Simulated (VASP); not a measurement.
Write the native input for VASP 6.6.1 that does the following.

* Task: single point
* Functional: LDA
* Potentials or basis: VASP PAW LDA potentials, release 64 (Ti_sv)
* Cutoff: 520 eV
* k mesh: 11 × 11 × 6
* Occupations: methfessel-paxton, width 0.1 eV
* Spin: no spin polarisation
* Dipole correction: no
* Further INCAR settings: ALGO = Normal; EDIFF = 1e-06; NBANDS = 19

The structure of Ti lies in POSCAR:

```
Ti
1.0
    2.9500000000      0.0000000000      0.0000000000
   -1.4750000000      2.5547750000      0.0000000000
    0.0000000000      0.0000000000      4.6800000000
Ti
2
Direct
    0.3333333333      0.6666666667      0.2500000000
    0.6666666667      0.3333333333      0.7500000000
```

The input as run:

INCAR

```
  ALGO = Normal
  EDIFF = 1E-6
  ENCUT = 520
  ISIF = 2
  ISMEAR = 1
  LASPH = T
  LCHARG = T
  LELF = T
  LREAL = F
  LVHAR = T
  LWAVE = F
  NBANDS = 19
  NELM = 60
  PREC = Accurate
  SIGMA = 0.1
```

KPOINTS

```
k-points
0
Gamma
  11 11 6
```

Potentials or basis: VASP PAW LDA potentials, release 64 (Ti_sv).

The run is started by

```console
$ cat potpaw_LDA.64/Ti_sv/POTCAR > POTCAR
$ mpirun -np 1 vasp_std > vasp.out
```

It gave:

```
Pressure               : -9.9 GPa
Band gap on the k mesh : zero (band 12 reaches 8.67 eV, above the bottom of band 13 at 7.73 eV)
```

Wall time 13 s on 1 thread of Intel(R) Xeon(R) 6975P-C (Granite Rapids), on a shared host, peak memory 0.15 GiB.
